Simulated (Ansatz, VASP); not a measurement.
**Two plane-wave programs on Zr4TiC5**

```
C Ti Zr
1.0
     2.32273    2.32361    4.63521
    -2.32666   -2.32474    4.63773
     6.96241   -4.63792    2.31583
C Ti Zr
10 2 8
Direct
  0.94176 0.75114 0.59386
  0.84677 0.25587 0.79421
  0.35691 0.74523 0.79401
  0.74914 0.75064 0.99924
  0.14149 0.75594 0.20443
  0.03621 0.25125 0.40473
  0.55651 0.75018 0.40465
  0.46206 0.25004 0.59379
  0.24912 0.25062 0.99927
  0.65155 0.24537 0.20427
  0.79779 0.00063 0.40165
  0.70028 0.50064 0.59690
  0.20007 0.00068 0.59750
  0.10095 0.50059 0.79580
  0.60135 0.00058 0.79499
  0.99868 0.00061 0.99996
  0.39718 0.00071 0.20268
  0.29804 0.50068 0.40097
  0.49943 0.50067 0.99855
  0.89679 0.50067 0.20351
```

Alike in both runs: functional PBE; k mesh 4 × 4 × 3; occupations gaussian, width 0.1 eV; no spin polarisation.

Ansatz relaxed the structure, and its values are those at the end. VASP's run is a single point on that final structure, the one shown.

```csv
,VASP,Ansatz
version,VASP 6.6.1,Ansatz 0.2.0
potentials or method,"VASP PAW PBE potentials, release 64 (C, Ti_sv, Zr_sv), cutoff 520 eV","scalar-relativistic, plane waves, PAW"
valence electrons in the cell,160,160
```

VASP gave:

```
gap on the k mesh at the Fermi level (eV) : none
pressure (GPa)                            : 0.3
rms of the force components (eV/Å)        : 0.006
```

Task: What did Ansatz give for the same quantities?

Result: gap on the k mesh at the Fermi level (eV): none; pressure (GPa): 0.0; rms of the force components (eV/Å): 0.005.

A gap of «none» marks a metal or a gap that the smearing closes.
